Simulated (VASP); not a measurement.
Runs of VASP 6.6.1 on Pd. The structure is that of space group I4/mmm (No. 139), or close to it. The cells are those of the table. 

| cell | gap on the mesh (eV) | pressure (GPa) |
| --- | --- | --- |
| a = 2.754, b = 2.754, c = 2.888 Å, angles 58.4, 58.4, 63.2°, 1 atom | none | -9.9 |
| a = 2.787, b = 2.787, c = 2.888 Å, angles 58.8, 58.8, 62.4°, 1 atom | none | (a) |
| a = 2.751, b = 2.751, c = 2.819 Å, angles 59.2, 59.2, 61.6°, 1 atom | none | (b) |
| a = 2.718, b = 2.718, c = 2.819 Å, angles 58.8, 58.8, 62.5°, 1 atom | none | -1.8 |
| a = 2.820, b = 2.820, c = 2.888 Å, angles 59.2, 59.2, 61.6°, 1 atom | none | -16.5 |

Alike in all rows: task single point; level PBEsol; potentials or basis VASP PAW PBE potentials, release 64 (Pd); no spin polarisation; k mesh 20 × 20 × 20; cutoff (eV) 520; smearing gaussian 0.15 eV.

Q: Estimate the missing entries.

A: (a) -13.5; (b) -6.6.

Caveats: the PAW data sets were made with another functional, which shifts forces and pressure a little; the cell stands under tension (at least some runs).

A k mesh can miss the band edges, and the runs leave out spin-orbit coupling on Pd.

A gap of «none» marks levels without a gap at the run's occupations.
